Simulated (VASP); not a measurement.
# Be3Rh (P6_3/mmc) in VASP: further runs

Be3Rh is run at these levels: LDA; tasks: single point.

Everything below comes from runs of VASP 6.6.1. Logs are shortened: lines on timing, memory, paths and dates and some standing lists are left out, and cuts for length are marked.

### 1 The cell of the first run

It takes space group P6_3/mmc (No. 194, hexagonal). Conventional cell: a = 4.809 Å, b = 4.809 Å, c = 3.743 Å, α = 90.00°, β = 90.00°, γ = 120.00°. Within 3.0 Å of Be (site symmetry mm2) lie 8 Be at 2.30 to 2.50 Å and 4 Rh at 2.36 to 2.41 Å. Within 3.1 Å of Rh (site symmetry -6m2) lie 12 Be at 2.36 to 2.41 Å.

### 2 Single point, LDA

The input, INCAR:

```
PREC     = Accurate       # precision mode
ENCUT    = 520            # plane-wave cutoff, eV
EDIFF    = 1E-7           # SCF threshold, eV
ISMEAR   = 1              # smearing method
SIGMA    = 0.2            # smearing width, eV
LREAL    = F              # projectors in reciprocal space
LASPH    = T              # aspherical terms in the spheres
NELM     = 60             # most SCF steps
ALGO     = Normal         # electronic algorithm
ISIF     = 2              # what is computed and relaxed
LWAVE    = F              # write WAVECAR
LCHARG   = F              # write CHGCAR
ISYM     = 0            
NBANDS   = 31             # bands
```

The input, KPOINTS:

```
Automatic mesh
0
Gamma
  5 5 5
  0.5 0.5 0.5
```

The input, POSCAR:

```
Be3Rh
1.0
    4.8088800000      0.0000000000      0.0000000000
   -2.4044400000      4.1646100000      0.0000000000
    0.0000000000      0.0000000000      3.7433700000
Be Rh
6 2
Direct
    0.1601600000      0.3203200000      0.2500000000
    0.6796800000      0.8398400000      0.2500000000
    0.1601600000      0.8398400000      0.2500000000
    0.8398400000      0.6796800000      0.7500000000
    0.3203200000      0.1601600000      0.7500000000
    0.8398400000      0.1601600000      0.7500000000
    0.3333333333      0.6666666667      0.7500000000
    0.6666666667      0.3333333333      0.2500000000
```

Potentials or basis: VASP PAW LDA potentials, release 64 (Be, Rh_pv).

The run is started by

```
$ cat potpaw_LDA.64/Be/POTCAR potpaw_LDA.64/Rh_pv/POTCAR > POTCAR
$ mpirun -np 1 vasp_std > vasp.out
```

OUTCAR:

```text
PREC = Accurate
   ENCUT = 520
   EDIFF = 1E-7
   ISMEAR = 1
   LREAL = F
   LASPH = T
   NELM = 60
   ISIF = 2
   ISYM = 0

 ion  position               nearest neighbor table
   1  0.160  0.320  0.250-   6 2.30   6 2.30   5 2.30   5 2.30   2 2.31   3 2.31   7 2.36   7 2.36
                             8 2.41   8 2.41
   2  0.680  0.840  0.250-   6 2.30   6 2.30   4 2.30   4 2.30   1 2.31   3 2.31   7 2.36   7 2.36
                             8 2.41   8 2.41
   3  0.160  0.840  0.250-   5 2.30   5 2.30   4 2.30   4 2.30   1 2.31   2 2.31   7 2.36   7 2.36
                             8 2.41   8 2.41
   4  0.840  0.680  0.750-   3 2.30   3 2.30   2 2.30   2 2.30   5 2.31   6 2.31   8 2.36   8 2.36
                             7 2.41   7 2.41
   5  0.320  0.160  0.750-   3 2.30   3 2.30   1 2.30   1 2.30   4 2.31   6 2.31   8 2.36   8 2.36
                             7 2.41   7 2.41
   6  0.840  0.160  0.750-   2 2.30   2 2.30   1 2.30   1 2.30   4 2.31   5 2.31   8 2.36   8 2.36
                             7 2.41   7 2.41
   7  0.333  0.667  0.750-   1 2.36   1 2.36   3 2.36   3 2.36   2 2.36   2 2.36   6 2.41   5 2.41
                             5 2.41   6 2.41   4 2.41   4 2.41   8 3.35   8 3.35   8 3.35   8 3.35
   8  0.667  0.333  0.250-   4 2.36   4 2.36   6 2.36   6 2.36   5 2.36   5 2.36   3 2.41   2 2.41
                             2 2.41   3 2.41   1 2.41   1 2.41   7 3.35   7 3.35   7 3.35   7 3.35

IMPORTANT INFORMATION: All symmetrisations will be switched off!
NOSYMM: (Re-)initialisation of all symmetry stuff for point group C_1.

----------------------------------------------------------------------------------------

                                     Primitive cell

  volume of cell :      74.9689

  direct lattice vectors                    reciprocal lattice vectors
     4.808880000  0.000000000  0.000000000     0.207948628  0.120059261  0.000000000
    -2.404440000  4.164610000  0.000000000     0.000000000  0.240118523  0.000000000
     0.000000000  0.000000000  3.743370000     0.000000000  0.000000000  0.267138968

  length of vectors
     4.808880000  4.808878057  3.743370000     0.240118425  0.240118523  0.267138968

  position of ions in fractional coordinates (direct lattice)
     0.160160000  0.320320000  0.250000000
     0.679680000  0.839840000  0.250000000
     0.160160000  0.839840000  0.250000000
     0.839840000  0.679680000  0.750000000
     0.320320000  0.160160000  0.750000000
     0.839840000  0.160160000  0.750000000
     0.333333333  0.666666667  0.750000000
     0.666666667  0.333333333  0.250000000

  ion indices of the primitive-cell ions
   primitive index   ion index
                 1           1
                 2           2
                 3           3
                 4           4
                 5           5
                 6           6
                 7           7
                 8           8

----------------------------------------------------------------------------------------

 KPOINTS: Automatic mesh

Automatic generation of k-mesh.
 Grid dimensions read from file:
 generate k-points for:    5    5    5

 Generating k-lattice:

  Cartesian coordinates                     Fractional coordinates (reciprocal lattice)
     0.041589726  0.024011852  0.000000000     0.200000000 -0.000000000  0.000000000
     0.000000000  0.048023705  0.000000000     0.000000000  0.200000000  0.000000000
     0.000000000  0.000000000  0.053427794     0.000000000  0.000000000  0.200000000

  Length of vectors
     0.048023685  0.048023705  0.053427794

  Shift w.r.t. Gamma in fractional coordinates (k-lattice)
     0.500000000  0.500000000  0.500000000

 Subroutine IBZKPT returns following result:
 ===========================================

 Found    189 irreducible k-points:

 Following reciprocal coordinates:
            Coordinates               Weight
  0.100000  0.100000  0.100000      2.000000
 -0.100000  0.200000  0.100000      2.000000
 -0.200000  0.100000  0.100000      2.000000
 -0.100000 -0.100000  0.100000      2.000000
  0.100000 -0.200000  0.100000      2.000000
  0.200000 -0.100000  0.100000      2.000000
[... 16 lines left out ...]
  0.100000  0.400000  0.100000      2.000000
 -0.400000  0.500000  0.100000      2.000000
 [... further k-points ...]
   k-points           NKPTS =    189   k-points in BZ     NKDIM =    189   number of bands    NBANDS=     31
   number of dos      NEDOS =    301   number of ions     NIONS =      8
   total plane-waves  NPLWV =  36288
   dimension x,y,z NGX =    36 NGY =   36 NGZ =   28
   dimension x,y,z NGXF=    72 NGYF=   72 NGZF=   56
   ions per type =               6   2
   NGX,Y,Z   is equivalent  to a cutoff of  12.45, 12.45, 12.44 a.u.
   NGXF,Y,Z  is equivalent  to a cutoff of  24.89, 24.89, 24.87 a.u.
 SYSTEM =  unknown system
   PREC   = accura    normal or accurate (medium, high low for compatibility)
   ISTART =      0    job   : 0-new  1-cont  2-samecut
   ICHARG =      2    charge: 1-file 2-atom 10-const
   ISPIN  =      1    spin polarized calculation?
   LNONCOLLINEAR =      F non collinear calculations
   LSORBIT =      F    spin-orbit coupling
   LASPH  =      T    aspherical Exc in radial PAW
   ENCUT  =  520.0 eV  38.22 Ry    6.18 a.u.   8.94  8.94  6.96*2*pi/ulx,y,z
   NELM   =     60;   NELMIN=  2; NELMDL= -5     # of ELM steps
   EDIFF  = 0.1E-06   stopping-criterion for ELM
   LREAL  =      F    real-space projection
   EDIFFG = 0.1E-05   stopping-criterion for IOM
   NSW    =      0    number of steps for IOM
   IBRION =     -1    ionic relax: 0-MD 1-quasi-New 2-CG
   NFREE  =      0    steps in history (QN), initial steepest desc. (CG)
   ISIF   =      2    stress and relaxation
   ISYM   =      0    0-nonsym 1-usesym 2-fastsym
   POTIM  = 0.5000    time-step for ionic-motion
   TEBEG  =    0.0;   TEEND  =   0.0 temperature during run
   PSTRESS=    0.0 pullay stress
   NELECT =      42.0000    total number of electrons
   NUPDOWN=      -1.0000    fix difference up-down
   EMIN   =  10.00;   EMAX   =-10.00  energy-range for DOS
   EFERMI =   0.00;   METHOD = LEGACY
   ISMEAR =     1;   SIGMA  =   0.20  broadening in eV -4-tet -1-fermi 0-gaus
   EFERMI_NEDOS =   21; number of points for ismear=-14 and -15
   IALGO  =     38    algorithm
   IMIX   =      4    mixing-type and parameters
     AMIX     =   0.40;   BMIX     =  1.00
     AMIX_MAG =   1.60;   BMIX_MAG =  1.00
  volume/ion in A,a.u.               =       9.37        63.24
  Fermi-wavevector in a.u.,A,eV,Ry     =   1.349577  2.550330 24.781071  1.821357
  Thomas-Fermi vector in A             =   2.477152
   LORBIT       =      0    0 simple, 1 ext, 2 COOP (PROOUT), +10 PAW based schemes
   GGA     = CA    functional components
   LHFCALC =     F    Hartree Fock is set to
   AEXX    =    0.0000 exact exchange contribution
   IVDW    =     0    specifies the selected vdW correction
   LEPSILON=     F    determine dielectric tensor
   LRPA    =     F    only Hartree local field effects (RPA)
 non-spin polarized calculation
 Methfessel and Paxton  Order N= 1 SIGMA  =   0.20
  energy-cutoff  :      520.00
  volume of cell :       74.97
 maximum number of plane-waves:      2048
   NGX = 17   NGY = 17   NGZ = 13

 number of electron      42.0000013 magnetization

 Free energy of the ion-electron system (eV)
  ---------------------------------------------------
  ext. energy  EPLUGINS =         0.00000000
  ---------------------------------------------------
  free energy    TOTEN  =       -46.04867904 eV

  energy without entropy =      -46.04863028  energy(sigma->0) =      -46.04866279

 E-fermi :   8.4255     XC(G=0): -11.9509

 val. band max:        8.4155553363   @ k =  -0.2000   0.1000   0.5000
 cond. band min:       8.4761286320   @ k =  -0.1000   0.4000   0.3000
 fundamental gap:      0.0605732957
 Fermi energy:         8.4254688782

 k-point     1 :       0.1000    0.1000    0.1000
  band No.  band energies     occupation
      1     -37.9997      2.00000
      2     -37.9970      2.00000
      3     -37.9672      2.00000
      4     -37.9644      2.00000
      5     -37.8933      2.00000
      6     -37.8672      2.00000
[... 23 lines left out ...]
     30      15.7346      0.00000
     31      16.2715      0.00000

 k-point     2 :      -0.1000    0.2000    0.1000
  band No.  band energies     occupation
      1     -37.9997      2.00000
      2     -37.9970      2.00000
      3     -37.9672      2.00000
      4     -37.9644      2.00000
      5     -37.8933      2.00000
      6     -37.8672      2.00000
[... 23 lines left out ...]
     30      15.7346      0.00000
     31      16.2715      0.00000

 k-point     3 :      -0.2000    0.1000    0.1000
  band No.  band energies     occupation
      1     -37.9997      2.00000
      2     -37.9970      2.00000
      3     -37.9672      2.00000
      4     -37.9644      2.00000
      5     -37.8933      2.00000
      6     -37.8672      2.00000
[... 23 lines left out ...]
     30      15.7346      0.00000
     31      16.2715      0.00000

 k-point     4 :      -0.1000   -0.1000    0.1000
  band No.  band energies     occupation
      1     -37.9997      2.00000
      2     -37.9970      2.00000
      3     -37.9672      2.00000
      4     -37.9644      2.00000
      5     -37.8933      2.00000
      6     -37.8672      2.00000
[... 635 lines left out ...]
     30      15.0506      0.00000
     31      15.4271      0.00000

 k-point    23 :       0.1000    0.4000    0.1000
  band No.  band energies     occupation
      1     -38.0021      2.00000
      2     -37.9901      2.00000
      3     -37.9740      2.00000
      4     -37.9615      2.00000
      5     -37.8849      2.00000
      6     -37.8749      2.00000
[... 23 lines left out ...]
     30      15.0506      0.00000
     31      15.4271      0.00000

 k-point    24 :      -0.4000    0.5000    0.1000
  band No.  band energies     occupation
      1     -38.0021      2.00000
      2     -37.9901      2.00000
      3     -37.9740      2.00000
      4     -37.9615      2.00000
      5     -37.8849      2.00000
      6     -37.8749      2.00000
[... 23 lines left out ...]
     30      15.0506      0.00000
     31      15.4271      0.00000

 [... further k-points ...]

------------------------ aborting loop because EDIFF is reached ----------------------------------------

  FORCE on cell =-STRESS in cart. coord.  units (eV):
  Direction    XX          YY          ZZ          XY          YZ          ZX
  --------------------------------------------------------------------------------------
  -------------------------------------------------------------------------------------
  Total       -2.9994183     -2.9993835     -3.1980583     -0.0000119      0.0000012      0.0000009
  in kB      -64.1012640    -64.1005191    -68.3464451     -0.0002535      0.0000252      0.0000201
  external PRESSURE =     -65.5160760 kB  Pullay stress =       0.0000000 kB

 VOLUME and BASIS-vectors are now :
 -----------------------------------------------------------------------------
  energy-cutoff  :      520.00
  volume of cell :       74.97
      direct lattice vectors                 reciprocal lattice vectors
     4.808880000  0.000000000  0.000000000     0.207948628  0.120059261  0.000000000
    -2.404440000  4.164610000  0.000000000     0.000000000  0.240118523  0.000000000
     0.000000000  0.000000000  3.743370000     0.000000000  0.000000000  0.267138968

 POSITION                                       TOTAL-FORCE (eV/Angst)
 -----------------------------------------------------------------------------------
     -0.00000      1.33401      0.93584        -0.000001      0.075959     -0.000000
      1.24915      3.49761      0.93584        -0.065781     -0.037980     -0.000000
     -1.24915      3.49761      0.93584         0.065781     -0.037981     -0.000000
      2.40444      2.83060      2.80753         0.000001     -0.075978      0.000000
      1.15529      0.66700      2.80753         0.065798      0.037989      0.000000
      3.65359      0.66700      2.80753        -0.065798      0.037990      0.000000
     -0.00000      2.77641      2.80753        -0.000001      0.000006     -0.000000
      2.40444      1.38820      0.93584         0.000000     -0.000005     -0.000000
 -----------------------------------------------------------------------------------
    total drift:                               -0.000000      0.000000     -0.000000

  FREE ENERGIE OF THE ION-ELECTRON SYSTEM (eV)
  ---------------------------------------------------
  free  energy   TOTEN  =       -46.0486790404 eV

  energy  without entropy=      -46.0486302797  energy(sigma->0) =      -46.04866279
```

It took 10 min on 1 thread of AMD EPYC 7R13, shared host; peak memory 0.39 GiB.

Results:

| Property | Result |
| --- | --- |
| Free energy | -46.0487 eV |
| Pressure | -6.6 GPa |
| Largest force | 0.076 eV/Å |
| Band gap on the k mesh | zero (bands 21 and 22 overlap by 2.06 eV) |

Forces in eV/Å, atoms in the order of the input:
```
Be   0.000  0.076  0.000
Be  -0.066 -0.038  0.000
Be   0.066 -0.038  0.000
Be   0.000 -0.076  0.000
Be   0.066  0.038  0.000
Be  -0.066  0.038  0.000
Rh   0.000  0.000  0.000
Rh   0.000  0.000  0.000
```

Stress tensor (GPa, compression positive):
```
-6.41  0.00  0.00
 0.00 -6.41  0.00
 0.00  0.00 -6.83
```

Levels at points of the mesh, in eV from the Fermi level:
```tsv
k point	band 17	band 18	band 19	band 20	band 21	band 22	band 23	band 24	band 25	band 26
(0.50, 0.50, 0.50)	-2.33	-2.33	-1.60	-1.60	0.15	0.15	0.49	0.49	5.57	5.57
(0.50, 0.00, 0.50)	-2.33	-2.33	-1.60	-1.60	0.15	0.15	0.49	0.49	5.57	5.57
(0.00, 0.50, 0.50)	-2.33	-2.33	-1.60	-1.60	0.15	0.15	0.49	0.49	5.57	5.57
```

Caveat: the cell stands under tension.

### 3 Single point, LDA

The input, INCAR:

```
PREC     = Accurate       # precision mode
ENCUT    = 500            # plane-wave cutoff, eV
EDIFF    = 1E-6           # SCF threshold, eV
ISMEAR   = 1              # smearing method
SIGMA    = 0.2            # smearing width, eV
LREAL    = F              # projectors in reciprocal space
LASPH    = T              # aspherical terms in the spheres
NELM     = 120            # most SCF steps
ALGO     = Normal         # electronic algorithm
ISIF     = 2              # what is computed and relaxed
LWAVE    = F              # write WAVECAR
LCHARG   = F              # write CHGCAR
ISYM     = -1           
NBANDS   = 31             # bands
GGA_COMPAT= F
```

The input, KPOINTS:

```
explicit points
63
Reciprocal
  0.10000000   0.10000000   0.10000000 2
  0.10000000   0.10000000   0.30000000 2
  0.10000000   0.10000000   0.50000000 2
  0.10000000   0.10000000   0.70000000 2
  0.10000000   0.10000000   0.90000000 2
  0.10000000   0.30000000   0.10000000 2
  0.10000000   0.30000000   0.30000000 2
  0.10000000   0.30000000   0.50000000 2
  0.10000000   0.30000000   0.70000000 2
  0.10000000   0.30000000   0.90000000 2
  0.10000000   0.50000000   0.10000000 2
  0.10000000   0.50000000   0.30000000 2
  0.10000000   0.50000000   0.50000000 2
  0.10000000   0.50000000   0.70000000 2
  0.10000000   0.50000000   0.90000000 2
  0.10000000   0.70000000   0.10000000 2
  0.10000000   0.70000000   0.30000000 2
  0.10000000   0.70000000   0.50000000 2
  0.10000000   0.70000000   0.70000000 2
  0.10000000   0.70000000   0.90000000 2
  0.10000000   0.90000000   0.10000000 2
  0.10000000   0.90000000   0.30000000 2
  0.10000000   0.90000000   0.50000000 2
  0.10000000   0.90000000   0.70000000 2
  0.10000000   0.90000000   0.90000000 2
  0.30000000   0.10000000   0.10000000 2
  0.30000000   0.10000000   0.30000000 2
  0.30000000   0.10000000   0.50000000 2
  0.30000000   0.10000000   0.70000000 2
  0.30000000   0.10000000   0.90000000 2
  0.30000000   0.30000000   0.10000000 2
  0.30000000   0.30000000   0.30000000 2
  0.30000000   0.30000000   0.50000000 2
  0.30000000   0.30000000   0.70000000 2
  0.30000000   0.30000000   0.90000000 2
  0.30000000   0.50000000   0.10000000 2
  0.30000000   0.50000000   0.30000000 2
  0.30000000   0.50000000   0.50000000 2
  0.30000000   0.50000000   0.70000000 2
  0.30000000   0.50000000   0.90000000 2
  0.30000000   0.70000000   0.10000000 2
  0.30000000   0.70000000   0.30000000 2
  0.30000000   0.70000000   0.50000000 2
  0.30000000   0.70000000   0.70000000 2
  0.30000000   0.70000000   0.90000000 2
  0.30000000   0.90000000   0.10000000 2
  0.30000000   0.90000000   0.30000000 2
  0.30000000   0.90000000   0.50000000 2
  0.30000000   0.90000000   0.70000000 2
  0.30000000   0.90000000   0.90000000 2
  0.50000000   0.10000000   0.10000000 2
  0.50000000   0.10000000   0.30000000 2
  0.50000000   0.10000000   0.50000000 2
  0.50000000   0.10000000   0.70000000 2
  0.50000000   0.10000000   0.90000000 2
  0.50000000   0.30000000   0.10000000 2
  0.50000000   0.30000000   0.30000000 2
  0.50000000   0.30000000   0.50000000 2
  0.50000000   0.30000000   0.70000000 2
  0.50000000   0.30000000   0.90000000 2
  0.50000000   0.50000000   0.10000000 2
  0.50000000   0.50000000   0.30000000 2
  0.50000000   0.50000000   0.50000000 1
```

POSCAR is that of step 2.

Potentials or basis: VASP PAW LDA potentials, release 64 (Be, Rh_pv).

The run is started by

```
$ cat potpaw_LDA.64/Be/POTCAR potpaw_LDA.64/Rh_pv/POTCAR > POTCAR
$ mpirun -np 1 vasp_std > vasp.out
```

It took 1.7 min on 1 thread of Intel Xeon Platinum 8259CL at 2.50GHz (Skylake/Cascade Lake), shared host; peak memory 0.23 GiB.

The run converged. Its results:

* Free energy: -46.0483 eV
* Pressure: -6.5 GPa
* Largest force: 0.096 eV/Å
* Band gap on the k mesh: zero (bands 21 and 22 overlap by 2.06 eV)

Forces on the atoms (eV/Å):
```
Be   0.003  0.066  0.000
Be  -0.056 -0.035  0.000
Be   0.083 -0.048  0.000
Be  -0.003 -0.066  0.000
Be   0.056  0.035  0.000
Be  -0.083  0.048  0.000
Rh  -0.046  0.026  0.000
Rh   0.046 -0.026  0.000
```

Stress tensor (GPa, compression positive):
```
-6.35 -0.07  0.00
-0.07 -6.43  0.00
 0.00  0.00 -6.82
```

Levels at points of the mesh, in eV from the Fermi level:
| k point | band 19 | band 20 | band 21 | band 22 | band 23 | band 24 |
| --- | --- | --- | --- | --- | --- | --- |
| (0.50, 0.50, 0.50) | -1.60 | -1.60 | 0.15 | 0.15 | 0.49 | 0.49 |

Caveat: the cell stands under tension.

The gap in the log of VASP goes by the Fermi energy; the results here count the filled bands.